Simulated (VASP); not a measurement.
# AlN (Cm) in VASP: notebook

Runs on AlN. Level: PBE. Tasks: single point.

Program: VASP 6.6.1. These are calculated values, not measurements. Logs are shortened: lines on timing, memory, paths and dates and some standing lists are left out, and cuts for length are marked.

## Step 1: The cell of the first run

The structure is monoclinic, space group Cm (No. 8). Conventional cell: a = 5.350 Å, b = 3.089 Å, c = 3.089 Å, α = 90.00°, β = 125.26°, γ = 90.00°. Al (site symmetry m) has 4 N at 1.81 to 1.97 Å within 2.4 Å. N (site symmetry m) has 4 Al at 1.81 to 1.97 Å within 2.4 Å.

## Step 2: Single point, PBE (all Al atoms moved -0.100 Å, as atom 1 along Cartesian [1 -1 0])

File INCAR:

```
SYSTEM = AlN
PREC = Accurate
ENCUT = 520
EDIFF = 1E-6
ISMEAR = 0
SIGMA = 0.05
LREAL = .False.
LASPH = .True.
NELM = 80
ALGO = Normal
ISIF = 2
LWAVE = .False.
LCHARG = .False.
GGA = PE
NBANDS = 11
```

File KPOINTS:

```
Automatic mesh
0
Gamma
  10 10 10
  0 0 0
```

File POSCAR:

```
AlN
1.0
    0.0000000000      2.1839935596      2.1839935596
    2.1839935596      0.0000000000      2.1839935596
    2.1839935596      2.1839935596      0.0000000000
Al N
1 1
Direct
    0.0323767796     -0.0323767796      0.0000000000
    0.7500000000      0.7500000000      0.7500000000
```

Potentials or basis: VASP PAW PBE potentials, release 64 (Al, N).

Command:

```
cat potpaw_PBE.64/Al/POTCAR potpaw_PBE.64/N/POTCAR > POTCAR
mpirun -np 1 vasp_std > vasp.out
```

OUTCAR:

```text
SYSTEM = AlN
   PREC = Accurate
   ENCUT = 520
   EDIFF = 1E-6
   ISMEAR = 0
   LREAL = .False.
   LASPH = .True.
   NELM = 80
   ISIF = 2
   GGA = PE

 ion  position               nearest neighbor table
   1  0.032  0.968  0.000-   2 1.81   2 1.89   2 1.89   2 1.97
   2  0.750  0.750  0.750-   1 1.81   1 1.89   1 1.89   1 1.97

  LATTYP: Found a face centered cubic cell.
 ALAT       =     4.3679871192

  Lattice vectors:

 A1 = (   0.0000000000,   2.1839935596,   2.1839935596)
 A2 = (   2.1839935596,   0.0000000000,   2.1839935596)
 A3 = (   2.1839935596,   2.1839935596,   0.0000000000)

Analysis of symmetry for initial positions (statically):
=====================================================================
 Subroutine PRICEL returns:
 Original cell was already a primitive cell.

 Routine SETGRP: Setting up the symmetry group for a
 face centered cubic supercell.

 Subroutine GETGRP returns: Found  2 space group operations
 (whereof  2 operations were pure point group operations)
 out of a pool of 48 trial point group operations.

The static configuration has the point symmetry C_1h.

Analysis of symmetry for dynamics (positions and initial velocities):
=====================================================================
 Subroutine PRICEL returns:
 Original cell was already a primitive cell.

 Routine SETGRP: Setting up the symmetry group for a
 face centered cubic supercell.

 Subroutine GETGRP returns: Found  2 space group operations
 (whereof  2 operations were pure point group operations)
 out of a pool of 48 trial point group operations.

The dynamic configuration has the point symmetry C_1h.

 Subroutine INISYM returns: Found  2 space group operations
 (whereof  2 operations are pure point group operations),
 and found     1 'primitive' translations

----------------------------------------------------------------------------------------

                                     Primitive cell

  volume of cell :      20.8345

  direct lattice vectors                    reciprocal lattice vectors
     0.000000000  2.183993560  2.183993560    -0.228938404  0.228938404  0.228938404
     2.183993560  0.000000000  2.183993560     0.228938404 -0.228938404  0.228938404
     2.183993560  2.183993560  0.000000000     0.228938404  0.228938404 -0.228938404

  length of vectors
     3.088633312  3.088633312  3.088633312     0.396532948  0.396532948  0.396532948

  position of ions in fractional coordinates (direct lattice)
     0.032376780  0.967623220  0.000000000
     0.750000000  0.750000000  0.750000000

  ion indices of the primitive-cell ions
[... 79 lines left out ...]
   IBRION =     -1    ionic relax: 0-MD 1-quasi-New 2-CG
   NFREE  =      0    steps in history (QN), initial steepest desc. (CG)
   ISIF   =      2    stress and relaxation
   ISYM   =      2    0-nonsym 1-usesym 2-fastsym
   POTIM  = 0.5000    time-step for ionic-motion
   TEBEG  =    0.0;   TEEND  =   0.0 temperature during run
   PSTRESS=    0.0 pullay stress
   NELECT =       8.0000    total number of electrons
   NUPDOWN=      -1.0000    fix difference up-down
   EMIN   =  10.00;   EMAX   =-10.00  energy-range for DOS
   EFERMI =   0.00;   METHOD = LEGACY
   ISMEAR =     0;   SIGMA  =   0.05  broadening in eV -4-tet -1-fermi 0-gaus
   EFERMI_NEDOS =   21; number of points for ismear=-14 and -15
   IALGO  =     38    algorithm
   IMIX   =      4    mixing-type and parameters
     AMIX     =   0.40;   BMIX     =  1.00
     AMIX_MAG =   1.60;   BMIX_MAG =  1.00
  volume/ion in A,a.u.               =      10.42        70.30
  Fermi-wavevector in a.u.,A,eV,Ry     =   1.189899  2.248583 19.263943  1.415860
  Thomas-Fermi vector in A             =   2.325996
   LORBIT       =      0    0 simple, 1 ext, 2 COOP (PROOUT), +10 PAW based schemes
   GGA     = PE    functional components
   LHFCALC =     F    Hartree Fock is set to
   AEXX    =    0.0000 exact exchange contribution
   IVDW    =     0    specifies the selected vdW correction
   LEPSILON=     F    determine dielectric tensor
   LRPA    =     F    only Hartree local field effects (RPA)
 non-spin polarized calculation
 Gauss-broadening in eV      SIGMA  =   0.05
  energy-cutoff  :      520.00
  volume of cell :       20.83
 maximum number of plane-waves:       571
   NGX = 11   NGY = 11   NGZ = 11

 number of electron       8.0000000 magnetization

 Free energy of the ion-electron system (eV)
  ---------------------------------------------------
  ext. energy  EPLUGINS =         0.00000000
  ---------------------------------------------------
  free energy    TOTEN  =       -14.76638390 eV

  energy without entropy =      -14.76638390  energy(sigma->0) =      -14.76638390

 E-fermi :   6.4373     XC(G=0): -10.9327

 val. band max:        6.2240789845   @ k =   0.0000   0.0000   0.0000
 cond. band min:       9.2774885549   @ k =   0.5000   0.5000   0.0000
 fundamental gap:      3.0534095704
 Fermi energy:         6.4373408263

 k-point     1 :       0.0000    0.0000    0.0000
  band No.  band energies     occupation
      1      -9.0147      2.00000
      2       5.6996      2.00000
      3       5.9669      2.00000
      4       6.2241      2.00000
      5      10.1421      0.00000
      6      18.5045      0.00000
      7      18.5220      0.00000
      8      18.5772      0.00000
      9      23.5943      0.00000
     10      23.6260      0.00000
     11      24.7091      0.00000
[... 309 lines left out ...]
 k-point    24 :       0.1000    0.2000    0.0000
  band No.  band energies     occupation
      1      -8.4966      2.00000
      2       4.1309      2.00000
      3       5.4420      2.00000
      4       5.5565      2.00000
      5      11.9504      0.00000
      6      17.2341      0.00000
      7      18.3490      0.00000
      8      18.8721      0.00000
      9      20.2747      0.00000
     10      23.8044      0.00000
     11      24.8634      0.00000

 [... further k-points ...]
[... 5 lines left out ...]
  --------------------------------------------------------------------------------------
  -------------------------------------------------------------------------------------
  Total        0.7164374      0.7164374      0.8486945     -0.1918550      0.6772241     -0.6772241
  in kB       55.0940568     55.0940568     65.2646328    -14.7536574     52.0785565    -52.0785564
  external PRESSURE =      58.4842488 kB  Pullay stress =       0.0000000 kB

 VOLUME and BASIS-vectors are now :
 -----------------------------------------------------------------------------
  energy-cutoff  :      520.00
  volume of cell :       20.83
      direct lattice vectors                 reciprocal lattice vectors
     0.000000000  2.183993560  2.183993560    -0.228938404  0.228938404  0.228938404
     2.183993560  0.000000000  2.183993560     0.228938404 -0.228938404  0.228938404
     2.183993560  2.183993560  0.000000000     0.228938404  0.228938404 -0.228938404

 POSITION                                       TOTAL-FORCE (eV/Angst)
 -----------------------------------------------------------------------------------
      2.11328      0.07071      2.18399         1.056854     -1.056854     -0.310974
      3.27599      3.27599      3.27599        -1.056854      1.056854      0.310974
 -----------------------------------------------------------------------------------
    total drift:                               -0.000220      0.000220      0.000048

  FREE ENERGIE OF THE ION-ELECTRON SYSTEM (eV)
  ---------------------------------------------------
  free  energy   TOTEN  =       -14.7663838951 eV

  energy  without entropy=      -14.7663838951  energy(sigma->0) =      -14.76638390
```

OSZICAR:

```text
N       E                     dE             d eps       ncg     rms          rms(c)
DAV:   1     0.112344991528E+02    0.11234E+02   -0.38463E+03  6343   0.602E+02
DAV:   2    -0.162448752091E+02   -0.27479E+02   -0.26480E+02  7352   0.138E+02
DAV:   3    -0.171755252113E+02   -0.93065E+00   -0.92939E+00  7588   0.242E+01
DAV:   4    -0.171805527854E+02   -0.50276E-02   -0.50272E-02  7106   0.194E+00
DAV:   5    -0.171806122900E+02   -0.59505E-04   -0.59504E-04  7434   0.204E-01    0.869E+00
DAV:   6    -0.147780665042E+02    0.24025E+01   -0.12021E+01  7288   0.174E+01    0.285E+00
DAV:   7    -0.147733492942E+02    0.47172E-02   -0.17356E-01  6966   0.326E+00    0.207E+00
DAV:   8    -0.147677555230E+02    0.55938E-02   -0.29233E-02  6876   0.160E+00    0.573E-01
DAV:   9    -0.147663237763E+02    0.14317E-02   -0.42799E-03  7485   0.392E-01    0.227E-01
DAV:  10    -0.147663705458E+02   -0.46769E-04   -0.40613E-04  6792   0.134E-01    0.231E-02
DAV:  11    -0.147663834424E+02   -0.12897E-04   -0.13801E-05  7311   0.293E-02    0.621E-03
DAV:  12    -0.147663838951E+02   -0.45276E-06   -0.13300E-06  6845   0.821E-03
   1 F= -.14766384E+02 E0= -.14766384E+02  d E =-.354494E-12
```

It took 87 s on 1 thread of AMD EPYC 7R13, shared host; peak memory 0.15 GiB.

What came out:

```
Free energy            : -14.7664 eV
Pressure               : 5.8 GPa
Largest force          : 1.527 eV/Å
Band gap on the k mesh : 3.05 eV (least direct gap 3.92 eV)
```

Forces in eV/Å, atoms in the order of the input:
```
Al   1.057 -1.057 -0.311
N   -1.057  1.057  0.311
```

Caveat: the cell differs from its parent crystal (all Al atoms moved -0.100 Å, as atom 1 along Cartesian [1 -1 0]); the cell stands under pressure; forces of over 1 eV/Å act on the atoms, so gaps and moduli don't describe the material at rest. A k mesh can miss the band edges.

## Step 3: Single point, PBE (all Al atoms moved +0.050 Å, as atom 1 along Cartesian [1 -1 0])

File INCAR:

```
SYSTEM = AlN
PREC     = Accurate       ! precision mode
ENCUT    = 520            ! plane-wave cutoff, eV
EDIFF    = 1E-6           ! SCF threshold, eV
ISMEAR   = 0              ! smearing method
SIGMA    = 0.05           ! smearing width, eV
LREAL    = .False.        ! projectors in reciprocal space
LASPH    = .True.         ! aspherical terms in the spheres
NELM     = 80             ! most SCF steps
ALGO     = Normal         ! electronic algorithm
ISIF     = 2              ! what is computed and relaxed
LWAVE    = .False.        ! write WAVECAR
LCHARG   = .True.         ! write CHGCAR
GGA      = PE             ! functional
LELF     = .True.         ! ELF
LVHAR    = .True.       
NBANDS   = 11             ! bands
```

KPOINTS is that of step 2.

POSCAR: that of step 2 with these lines changed.

```diff
@@ -8,3 +8,3 @@
 Direct
-    0.0323767796     -0.0323767796      0.0000000000
+   -0.0161883898      0.0161883898      0.0000000000
     0.7500000000      0.7500000000      0.7500000000
```

Potentials or basis: VASP PAW PBE potentials, release 64 (Al, N).

Command:

```
cat potpaw_PBE.64/Al/POTCAR potpaw_PBE.64/N/POTCAR > POTCAR
mpirun -np 1 vasp_std > vasp.out
```

Run time: 90 s. Hardware: 1 thread of AMD EPYC 7R13, shared host; peak memory 0.15 GiB.

Results (log left out):

```
Free energy            : -14.8221 eV
Pressure               : 4.9 GPa
Largest force          : 0.741 eV/Å
Band gap on the k mesh : 3.19 eV (least direct gap 4.06 eV)
```

Forces in eV/Å, atoms in the order of the input:
```
Al  -0.521  0.521 -0.077
N    0.521 -0.521  0.077
```

Stress tensor (GPa, compression positive):
```
 4.81 -0.37  2.55
-0.37  4.81 -2.55
 2.55 -2.55  5.06
```

Levels at points of the mesh, in eV from the valence-band top:
```
           k point  band 2  band 3  band 4  band 5  band 6  band 7
(0.00, 0.00, 0.00)   -0.26   -0.13    0.00    4.06   12.41   12.43
(0.50, 0.00, 0.00)   -5.93   -0.73   -0.61    7.29    9.77   10.95
(0.00, 0.50, 0.00)   -6.04   -0.61   -0.50    7.20    9.69   11.00
(0.00, 0.00, 0.50)   -5.98   -0.70   -0.52    7.24    9.73   10.95
(0.50, 0.50, 0.00)   -5.03   -1.90   -1.90    3.18    8.47   13.81
(0.00, 0.50, 0.50)   -5.03   -1.97   -1.84    3.19    8.48   13.81
```

Caveat: the cell differs from its parent crystal (all Al atoms moved +0.050 Å, as atom 1 along Cartesian [1 -1 0]); the cell stands under pressure.

## Step 4: Single point, PBE (all Al atoms moved +0.075 Å, as atom 1 along Cartesian [1 -1 0])

INCAR: that of step 3 with these lines changed.

```diff
@@ -8,3 +8,3 @@
 LASPH    = .True.         ! aspherical terms in the spheres
-NELM     = 80             ! most SCF steps
+NELM     = 100            ! most SCF steps
 ALGO     = Normal         ! electronic algorithm
@@ -12,6 +12,4 @@
 LWAVE    = .False.        ! write WAVECAR
-LCHARG   = .True.         ! write CHGCAR
+LCHARG   = .False.        ! write CHGCAR
 GGA      = PE             ! functional
-LELF     = .True.         ! ELF
-LVHAR    = .True.       
 NBANDS   = 11             ! bands
```

KPOINTS is that of step 3.

POSCAR: that of step 3 with these lines changed.

```diff
@@ -8,3 +8,3 @@
 Direct
-   -0.0161883898      0.0161883898      0.0000000000
+   -0.0242825847      0.0242825847      0.0000000000
     0.7500000000      0.7500000000      0.7500000000
```

Command:

```
cat potpaw_PBE.64/Al/POTCAR potpaw_PBE.64/N/POTCAR > POTCAR
mpirun -np 1 vasp_std > vasp.out
```

It took 96 s on 1 thread of AMD EPYC 7R13, shared host; peak memory 0.15 GiB.

The run converged. Its results:

```
Free energy            : -14.7989 eV
Pressure               : 5.3 GPa
Largest force          : 1.126 eV/Å
Band gap on the k mesh : 3.12 eV (least direct gap 3.99 eV)
```

Forces on the atoms (eV/Å):
```
Al  -0.787  0.787 -0.174
N    0.787 -0.787  0.174
```

Stress tensor (GPa, compression positive):
```
 5.11 -0.83  3.86
-0.83  5.11 -3.86
 3.86 -3.86  5.67
```

Levels at points of the mesh, in eV from the valence-band top:
| k point | band 1 | band 2 | band 3 | band 4 | band 5 | band 6 | band 7 | band 8 | band 9 |
| --- | --- | --- | --- | --- | --- | --- | --- | --- | --- |
| (0.00, 0.00, 0.00) | -15.18 | -0.40 | -0.19 | 0.00 | 3.99 | 12.35 | 12.36 | 12.40 | 17.46 |
| (0.50, 0.00, 0.00) | -13.14 | -5.96 | -0.85 | -0.68 | 7.24 | 9.72 | 10.85 | 10.99 | 17.74 |
| (0.00, 0.50, 0.00) | -13.11 | -6.13 | -0.67 | -0.51 | 7.11 | 9.59 | 10.94 | 11.06 | 17.76 |
| (0.00, 0.00, 0.50) | -13.13 | -6.05 | -0.81 | -0.53 | 7.16 | 9.65 | 10.85 | 11.08 | 17.74 |
| (0.50, 0.50, 0.00) | -12.49 | -5.10 | -1.96 | -1.95 | 3.12 | 8.39 | 13.73 | 15.55 | 15.57 |
| (0.00, 0.50, 0.50) | -12.49 | -5.10 | -2.06 | -1.87 | 3.12 | 8.41 | 13.73 | 15.52 | 15.58 |

Caveat: the cell differs from its parent crystal (all Al atoms moved +0.075 Å, as atom 1 along Cartesian [1 -1 0]); the cell stands under pressure; forces of over 1 eV/Å act on the atoms, so gaps and moduli don't describe the material at rest. A k mesh can miss the band edges.

## Step 5: Single point, PBE (all Al atoms moved +0.025 Å, as atom 1 along Cartesian [1 -1 0])

File INCAR:

```
SYSTEM = AlN
PREC = Accurate ; ENCUT = 520
EDIFF = 1E-6 ; ISMEAR = 0
SIGMA = 0.05 ; LREAL = .FALSE.
LASPH = .TRUE. ; NELM = 80
ALGO = Normal ; ISIF = 2
LWAVE = .FALSE. ; LCHARG = .FALSE.
GGA = PE ; NBANDS = 11
```

File KPOINTS:

```
regular mesh
0
G
  10 10 10
  0 0 0
```

POSCAR: that of step 4 with these lines changed.

```diff
@@ -8,3 +8,3 @@
 Direct
-   -0.0242825847      0.0242825847      0.0000000000
+   -0.0080941949      0.0080941949      0.0000000000
     0.7500000000      0.7500000000      0.7500000000
```

Command:

```
cat potpaw_PBE.64/Al/POTCAR potpaw_PBE.64/N/POTCAR > POTCAR
mpirun -np 1 vasp_std > vasp.out
```

Run time: 96 s. Hardware: 1 thread of AMD EPYC 7R13, shared host; peak memory 0.15 GiB.

It converged, with:

```yaml
Free_energy: -14.8359 eV
Pressure: 4.7 GPa
Largest_force: 0.368 eV/Å
Band_gap_on_the_k_mesh: 3.25 eV (least direct gap 4.13 eV)
```

Forces in eV/Å, atoms in the order of the input:
```
Al  -0.260  0.260 -0.019
N    0.260 -0.260  0.019
```

Stress tensor (GPa, compression positive):
```
 4.64 -0.09  1.27
-0.09  4.64 -1.27
 1.27 -1.27  4.70
```

Levels at points of the mesh, in eV from the valence-band top:
```csv
k point,band 1,band 2,band 3,band 4,band 5,band 6,band 7,band 8,band 9
"(0.00, 0.00, 0.00)",-15.05,-0.13,-0.07,0.00,4.13,12.49,12.49,12.50,17.62
"(0.50, 0.00, 0.00)",-13.00,-5.89,-0.60,-0.55,7.33,9.82,11.05,11.09,17.91
"(0.00, 0.50, 0.00)",-12.99,-5.95,-0.54,-0.49,7.29,9.78,11.07,11.12,17.92
"(0.00, 0.00, 0.50)",-13.00,-5.92,-0.59,-0.50,7.31,9.80,11.05,11.12,17.92
"(0.50, 0.50, 0.00)",-12.36,-4.97,-1.84,-1.84,3.25,8.55,13.89,15.67,15.67
"(0.00, 0.50, 0.50)",-12.36,-4.97,-1.87,-1.81,3.25,8.55,13.89,15.66,15.68
```

Caveat: the cell differs from its parent crystal (all Al atoms moved +0.025 Å, as atom 1 along Cartesian [1 -1 0]); the cell stands under pressure. A k mesh can miss the band edges.

## Step 6: The runs side by side

```csv
cell,gap on the mesh (eV),pressure (GPa),largest force (eV/Å)
"as given, atomic positions A",3.05,5.8,1.53
"as given, atomic positions B",3.19,4.9,0.74
"as given, atomic positions C",3.12,5.3,1.13
"as given, atomic positions D",3.25,4.7,0.37
```

Alike in all rows: task single point; level PBE; potentials or basis VASP PAW PBE potentials, release 64 (Al, N); no spin polarisation; k mesh 10 × 10 × 10; cutoff (eV) 520; smearing gaussian 0.05 eV.

Caveats: the cell stands under pressure; forces of over 1 eV/Å act on the atoms, so gaps and moduli don't describe the material at rest (at least some runs).

Total energies depend on the potentials used, so only differences within one code and one set of settings carry meaning.
